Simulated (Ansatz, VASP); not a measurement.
**H3F2 in VASP and in Ansatz**

```
H F
1.0
     4.03722   -0.40401   -0.14024
     0.51068    3.99164   -0.19204
     0.76802    0.51146    7.00840
H F
6 4
Direct
  0.84735 0.43434 0.15779
  0.85722 0.93273 0.19553
  0.30504 0.68082 0.51665
  0.47596 0.62073 0.53316
  0.05766 0.13763 0.79122
  0.55266 0.13890 0.83014
  0.82454 0.64425 0.08488
  0.87804 0.13223 0.26718
  0.86105 0.13201 0.71958
  0.34050 0.14635 0.90385
```

Alike in both runs: functional r2SCAN; k mesh 6 × 6 × 4; occupations gaussian, width 0.02 eV; no spin polarisation.

Ansatz relaxed the structure, and its values are those at the end. VASP's run is a single point on that final structure, the one shown.

|  | VASP | Ansatz |
| --- | --- | --- |
| version | VASP 6.6.1 | Ansatz 0.2.0 |
| potentials or method | VASP PAW PBE potentials, release 64 (H_h, F_h), cutoff 910 eV | scalar-relativistic, plane waves, PAW |
| valence electrons in the cell | 34 | 34 |

```csv
,VASP,Ansatz,Ansatz less VASP
gap on the k mesh at the Fermi level (eV),9.41,9.41,+0.004
least direct gap on the mesh (eV),9.44,9.45,+0.005
rms of the force components (eV/Å),0.014,0.002,-0.0120
```

VASP's potentials were made for PBE, not for r2SCAN.

Noted on VASP's run: the cutoff is under 1.25 times that of the potentials, so the pressure is a little rough.
